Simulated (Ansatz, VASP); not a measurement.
**One calculation of Si, two programs**

File INCAR:

```
SYSTEM = Si
PREC     = Accurate       ! precision mode
ENCUT    = 500            ! plane-wave cutoff, eV
EDIFF    = 1E-6           ! SCF threshold, eV
ISMEAR   = 0              ! smearing method
SIGMA    = 0.3            ! smearing width, eV
LREAL    = .FALSE.        ! projectors in reciprocal space
LASPH    = .TRUE.         ! aspherical terms in the spheres
NELM     = 120            ! most SCF steps
ALGO     = Normal         ! electronic algorithm
ISIF     = 2              ! what is computed and relaxed
LWAVE    = .FALSE.        ! write WAVECAR
LCHARG   = .FALSE.        ! write CHGCAR
GGA      = PE             ! functional
NBANDS   = 11             ! bands
GGA_COMPAT= .FALSE.
```

Contents of KPOINTS:

```
regular mesh
0
G
  10 10 10
  0 0 0
```

The input POSCAR:

```
Si
1.0
    0.0000000000      2.7354874751      2.7354874751
    2.7354874751      0.0000000000      2.7354874751
    2.7354874751      2.7354874751      0.0000000000
Si
2
Direct
    0.5000000000      0.5000000000      0.5000000000
    0.7500000000      0.7500000000      0.7500000000
```

Input for Ansatz:

```yaml
crystal:
  lattice:
    - [0.0, 2.7354874751, 2.7354874751]
    - [2.7354874751, 0.0, 2.7354874751]
    - [2.7354874751, 2.7354874751, 0.0]
  atoms:
    - { symbol: Si, position: [0.5, 0.5, 0.5] }
    - { symbol: Si, position: [0.75, 0.75, 0.75] }
hamiltonian:
  xc: pbe
  pseudopotentials:
    kind: paw
    azcp:
      Si: "pseudopotentials/Si.paw.azcp"
basis:
  ecutwfc: 420
  fft_grid_basis: typed
kpoints:
  mp_grid: { grid: [10, 10, 10], shift: [0, 0, 0] }
magnetization:
  spin_polarized: false
scf:
  occupations: { method: gaussian, width: 0.3 }
  lower_state_search: "off"
output:
  stress: true
```

Alike in both runs: task single point; functional PBE; k mesh 10 × 10 × 10; occupations gaussian, width 0.3 eV; no spin polarisation.

```csv
,VASP,Ansatz
version,VASP 6.6.1,Ansatz 0.2.0
potentials or method,"VASP PAW PBE potentials, release 64 (Si), cutoff 500 eV","plane waves (420 eV) with PAW, scalar-relativistic"
valence electrons in the cell,8,8
```

```tsv
	VASP	Ansatz	Ansatz less VASP
pressure (GPa)	-0.1	0.0	+0.08
```

With one functional, cell and mesh, what is left measures potentials, basis and numerics.
